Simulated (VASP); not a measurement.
# Na (Cmcm) in VASP: further runs, part 2 of 2

VASP 6.6.1. The steps go on from the part before.

## 4. Single point, PBEsol (atom 1 (Na) moved by (-0.225, +0.000) A along y and z)

INCAR reads:

```
SYSTEM = Na
PREC = Accurate ; ENCUT = 520
EDIFF = 1E-6 ; ISMEAR = 0
SIGMA = 0.15 ; LREAL = .FALSE.
LASPH = .TRUE. ; NELM = 100
ALGO = Fast ; ISIF = 2
LWAVE = .FALSE. ; LCHARG = .TRUE.
GGA = PS ; LELF = .TRUE.
LVHAR = .TRUE. ; NBANDS = 14
```

KPOINTS reads:

```
Automatic mesh
0
G
  12 12 8
  0 0 0
```

POSCAR reads:

```
Na
1.0
    3.7670009976      0.0000000000      0.0000000000
   -1.8835004988      3.2623185600      0.0000000000
    0.0000000000      0.0000000000      6.1540000000
Na
2
Direct
    0.2988486569      0.5976973138      0.2500000000
    0.6666666667      0.3333333333      0.7500000000
```

Potentials or basis: VASP PAW PBE potentials, release 64 (Na_pv).

On the command line:

```
$ cat potpaw_PBE.64/Na_pv/POTCAR > POTCAR
$ mpirun -np 1 vasp_std > vasp.out
```

OUTCAR:

```text
SYSTEM = Na
   PREC = Accurate
   ENCUT = 520
   EDIFF = 1E-6
   ISMEAR = 0
   LREAL = .FALSE.
   LASPH = .TRUE.
   NELM = 100
   ISIF = 2
   GGA = PS

 ion  position               nearest neighbor table
   1  0.299  0.598  0.250-
   2  0.667  0.333  0.750-

  LATTYP: Found a hexagonal cell.
 ALAT       =     3.7670009976
 C/A-ratio  =     1.6336603054

  Lattice vectors:

 A1 = (   3.7670009976,   0.0000000000,   0.0000000000)
 A2 = (  -1.8835004988,   3.2623185600,   0.0000000000)
 A3 = (   0.0000000000,   0.0000000000,   6.1540000000)

Analysis of symmetry for initial positions (statically):
=====================================================================
 Subroutine PRICEL returns:
 Original cell was already a primitive cell.

 Routine SETGRP: Setting up the symmetry group for a
 hexagonal supercell.

 Subroutine GETGRP returns: Found  8 space group operations
 (whereof  2 operations were pure point group operations)
 out of a pool of 24 trial point group operations.

The static configuration has the point symmetry C_1h.
 The point group associated with its full space group is D_2h.

[... 176 lines left out ...]
      6     -24.5480      2.00000
      7      -2.9871      2.00000
      8       0.7910      0.00000
      9       1.1969      0.00000
     10      10.0752      0.00000
     11      10.1928      0.00000
     12      10.3112      0.00000
     13      10.5496      0.00000
     14      10.6845      0.00000
[... 377 lines left out ...]
      1     -24.5748      2.00000
      2     -24.5709      2.00000
      3     -24.5686      2.00000
      4     -24.5585      2.00000
      5     -24.5558      2.00000
      6     -24.5528      2.00000
      7      -0.8984      2.00000
      8       2.3674      0.00000
      9       2.6961      0.00000
     10       3.4722      0.00000
     11       5.8402      0.00000
     12       5.9982      0.00000
     13       7.0323      0.00000
     14       9.3203      0.00000

 [... further k-points ...]

------------------------ aborting loop because EDIFF is reached ----------------------------------------

  FORCE on cell =-STRESS in cart. coord.  units (eV):
  Direction    XX          YY          ZZ          XY          YZ          ZX
  --------------------------------------------------------------------------------------
  -------------------------------------------------------------------------------------
  Total       -0.0546283     -0.2154146     -0.1679418     -0.0000000      0.0000000      0.0000000
  in kB       -1.1573064     -4.5635853     -3.5578684     -0.0000000      0.0000000      0.0000000
  external PRESSURE =      -3.0929201 kB  Pullay stress =       0.0000000 kB

 VOLUME and BASIS-vectors are now :
 -----------------------------------------------------------------------------
  energy-cutoff  :      520.00
  volume of cell :       75.63
      direct lattice vectors                 reciprocal lattice vectors
     3.767000998  0.000000000  0.000000000     0.265463163  0.153265229  0.000000000
    -1.883500499  3.262318560  0.000000000     0.000000000  0.306530457  0.000000000
     0.000000000  0.000000000  6.154000000     0.000000000  0.000000000  0.162495938

 POSITION                                       TOTAL-FORCE (eV/Angst)
 -----------------------------------------------------------------------------------
      0.00000      1.94988      1.53850         0.000000      0.021845     -0.000000
      1.88350      1.08744      4.61550         0.000000     -0.021845      0.000000
 -----------------------------------------------------------------------------------
    total drift:                                0.000000     -0.000018      0.000000

  FREE ENERGIE OF THE ION-ELECTRON SYSTEM (eV)
  ---------------------------------------------------
  free  energy   TOTEN  =        -2.8024885659 eV

  energy  without entropy=       -2.7934108598  energy(sigma->0) =       -2.79794971
```

stdout:

```text
POSCAR found type information on POSCAR Na
 POSCAR found :  1 types and       2 ions
 scaLAPACK will be used
 -----------------------------------------------------------------------------
|                                                                             |
|                                                                             |
|     You enforced a specific xc type in the INCAR file but a different       |
|     I HOPE YOU KNOW WHAT YOU ARE DOING!                                     |
|                                                                             |
 -----------------------------------------------------------------------------

 LDA part: xc-table for (Slater+PW92), standard interpolation
 POSCAR, INCAR and KPOINTS ok, starting setup
 FFT: planning ... GRIDC
 FFT: planning ... GRID_SOFT
 FFT: planning ... GRID
 WAVECAR not read
 entering main loop
```

Run time: 4.8 min. Hardware: 1 thread of Intel Xeon 8259CL, shared host; peak memory 0.3 GiB.

What came out:

```yaml
Free_energy: -2.8025 eV
Pressure: -0.3 GPa
Largest_force: 0.022 eV/Å
Band_gap_on_the_k_mesh: zero (bands 7 and 8 overlap by 4.27 eV)
```

Forces in eV/Å, atoms in the order of the input:
```
Na   0.000  0.022  0.000
Na   0.000 -0.022  0.000
```

Stress tensor (GPa, compression positive):
```
-0.12  0.00  0.00
 0.00 -0.46  0.00
 0.00  0.00 -0.36
```

Levels at points of the mesh, in eV from the Fermi level:
| k point | band 3 | band 4 | band 5 | band 6 | band 7 | band 8 | band 9 | band 10 | band 11 | band 12 |
| --- | --- | --- | --- | --- | --- | --- | --- | --- | --- | --- |
| (0.00, 0.00, 0.00) | -24.79 | -24.79 | -24.79 | -24.79 | -3.23 | 0.55 | 0.96 | 9.83 | 9.95 | 10.07 |
| (0.50, 0.00, 0.00) | -24.81 | -24.80 | -24.80 | -24.79 | 0.26 | 0.35 | 3.82 | 3.83 | 4.36 | 4.53 |
| (0.00, 0.50, 0.00) | -24.81 | -24.80 | -24.79 | -24.79 | 0.23 | 0.39 | 3.83 | 3.83 | 4.20 | 4.58 |
| (0.00, 0.00, 0.50) | -24.79 | -24.79 | -24.79 | -24.79 | -2.21 | -2.21 | 5.46 | 5.46 | 10.44 | 10.44 |
| (0.50, 0.00, 0.50) | -24.80 | -24.80 | -24.80 | -24.80 | 1.04 | 1.04 | 1.54 | 1.54 | 7.58 | 7.58 |
| (0.00, 0.50, 0.50) | -24.80 | -24.80 | -24.80 | -24.80 | 1.07 | 1.07 | 1.51 | 1.51 | 7.64 | 7.64 |

Caveat: the cell differs from its parent crystal (atom 1 (Na) moved by (-0.225, +0.000) A along y and z); the PAW data sets were made with another functional, which shifts forces and pressure a little.

## 5. Single point, PBEsol (atom 1 (Na) moved by (+0.225, +0.000) A along y and z)

INCAR reads:

```
SYSTEM = Na
PREC = Accurate
ENCUT = 520
EDIFF = 1E-6
ISMEAR = 0
SIGMA = 0.15
LREAL = .FALSE.
LASPH = .TRUE.
NELM = 100
ALGO = Fast
ISIF = 2
LWAVE = .FALSE.
LCHARG = .FALSE.
GGA = PS
NBANDS = 14
```

KPOINTS reads:

```
regular mesh
0
G
  12 12 8
  0 0 0
```

POSCAR, as its differences from that of step 4:

```diff
@@ -8,3 +8,3 @@
 Direct
-    0.2988486569      0.5976973138      0.2500000000
+    0.3678180098      0.7356360196      0.2500000000
     0.6666666667      0.3333333333      0.7500000000
```

On the command line:

```
$ cat potpaw_PBE.64/Na_pv/POTCAR > POTCAR
$ mpirun -np 1 vasp_std > vasp.out
```

Run time: 4.3 min. Hardware: 1 thread of Intel Xeon 8259CL, shared host; peak memory 0.3 GiB.

It converged, with:

```yaml
Free_energy: -2.8017 eV
Pressure: -0.3 GPa
Largest_force: 0.033 eV/Å
Band_gap_on_the_k_mesh: zero (bands 7 and 8 overlap by 4.27 eV)
```

Forces on the atoms (eV/Å):
```
Na   0.000 -0.033  0.000
Na   0.000  0.033  0.000
```

Stress tensor (GPa, compression positive):
```
-0.44  0.00  0.00
 0.00 -0.14  0.00
 0.00  0.00 -0.35
```

Levels at points of the mesh, in eV from the Fermi level:
```tsv
k point	band 3	band 4	band 5	band 6	band 7	band 8	band 9	band 10	band 11	band 12
(0.00, 0.00, 0.00)	-24.79	-24.79	-24.79	-24.79	-3.23	0.55	0.96	9.85	9.93	10.14
(0.50, 0.00, 0.00)	-24.81	-24.80	-24.79	-24.79	0.24	0.38	3.83	3.83	4.25	4.57
(0.00, 0.50, 0.00)	-24.80	-24.80	-24.80	-24.79	0.27	0.33	3.82	3.83	4.42	4.50
(0.00, 0.00, 0.50)	-24.79	-24.79	-24.79	-24.79	-2.21	-2.21	5.46	5.46	10.43	10.43
(0.50, 0.00, 0.50)	-24.80	-24.80	-24.80	-24.80	1.06	1.06	1.52	1.52	7.61	7.61
(0.00, 0.50, 0.50)	-24.80	-24.80	-24.80	-24.80	1.04	1.04	1.54	1.54	7.59	7.59
```

Caveat: the cell differs from its parent crystal (atom 1 (Na) moved by (+0.225, +0.000) A along y and z); the PAW data sets were made with another functional, which shifts forces and pressure a little.

## 6. Summary

| cell | further INCAR settings | gap on the mesh (eV) | pressure (GPa) | largest force (eV/Å) |
| --- | --- | --- | --- | --- |
| as given, atomic positions A | ALGO = Fast; EDIFF = 1e-06; NBANDS = 14 | none | -0.3 | 0.03 |
| as given, atomic positions B | ALGO = Fast; EDIFF = 1e-07; NBANDS = 14 | none | -0.3 | 0.07 |
| as given, atomic positions C | ALGO = Fast; EDIFF = 1e-06; NBANDS = 14 | none | -0.3 | 0.02 |
| as given, atomic positions D | ALGO = Fast; EDIFF = 1e-06; NBANDS = 14 | none | -0.3 | 0.03 |

Alike in all rows: task single point; level PBEsol; potentials or basis VASP PAW PBE potentials, release 64 (Na_pv); no spin polarisation; k mesh 12 × 12 × 8; cutoff (eV) 520; smearing gaussian 0.15 eV.

Caveats: the PAW data sets were made with another functional, which shifts forces and pressure a little.

Absolute energies hang on the potentials; compare differences alone.
